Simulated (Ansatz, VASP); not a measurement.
Two plane-wave programs on TaN

INCAR

```
SYSTEM = TaN
  PREC = Accurate
  ENCUT = 520
  EDIFF = 1E-7
  ISMEAR = 0
  SIGMA = 0.1
  LREAL = .False.
  LASPH = .True.
  NELM = 60
  ALGO = Normal
  ISIF = 2
  LWAVE = .False.
  LCHARG = .False.
  GGA = PS
  NBANDS = 33
```

The input KPOINTS:

```
regular mesh
0
Gamma
  9 9 12
  0 0 0
```

File POSCAR:

```
TaN
1.0
    5.2552559957      0.0000000000      0.0000000000
   -2.6276279979      4.5511851957      0.0000000000
    0.0000000000      0.0000000000      3.0346434000
Ta N
3 3
Direct
    0.0000000000      0.0000000000      0.0000000000
    0.3333333333      0.6666666667      0.5000000000
    0.6666666667      0.3333333333      0.5000000000
    0.5000000000      0.0000000000      0.0000000000
    0.5000000000      0.5000000000      0.0000000000
    0.0000000000      0.5000000000      0.0000000000
```

Input for Ansatz:

```yaml
crystal:
  lattice:
    - [5.2552559957, 0.0, 0.0]
    - [-2.6276279979, 4.5511851957, 0.0]
    - [0.0, 0.0, 3.0346434]
  atoms:
    - { symbol: Ta, position: [0.0, 0.0, 0.0] }
    - { symbol: Ta, position: [0.3333333333, 0.6666666667, 0.5] }
    - { symbol: Ta, position: [0.6666666667, 0.3333333333, 0.5] }
    - { symbol: "N", position: [0.5, 0.0, 0.0] }
    - { symbol: "N", position: [0.5, 0.5, 0.0] }
    - { symbol: "N", position: [0.0, 0.5, 0.0] }
basis:
  ecutwfc: 420
kpoints:
  mp_grid: { grid: [9, 9, 12] }
hamiltonian:
  xc: pbesol
scf:
  occupations: { method: gaussian, width: 0.1 }
output:
  forces: true
  stress: true
  eigenvalues: true
```

Alike in both runs: task single point; functional PBEsol; k mesh 9 × 9 × 12; occupations gaussian, width 0.1 eV; no spin polarisation.

|  | VASP | Ansatz |
| --- | --- | --- |
| version | VASP 6.6.1 | Ansatz 0.2.0 |
| potentials or method | VASP PAW PBE potentials, release 64 (Ta_pv, N), cutoff 520 eV | scalar-relativistic, plane waves, PAW |
| valence electrons in the cell | 48 | 54 |

```tsv
	VASP	Ansatz	Ansatz less VASP
gap on the k mesh at the Fermi level (eV)	none	none	-
pressure (GPa)	-19.3	-19.9	-0.61
traceless stress, the component that is largest in VASP (GPa)	-12.90	-13.06	-0.158
```

VASP's potentials were made for PBE, not for PBEsol. A gap of «none» marks a metal or a gap that the smearing closes. The functional is the same, so the differences come from potentials, cutoffs and numerics. VASP's potentials hold 48 valence electrons a cell and Ansatz's 54, so a difference there can come from the potentials and not from the codes.

Neither program's run includes spin-orbit coupling.
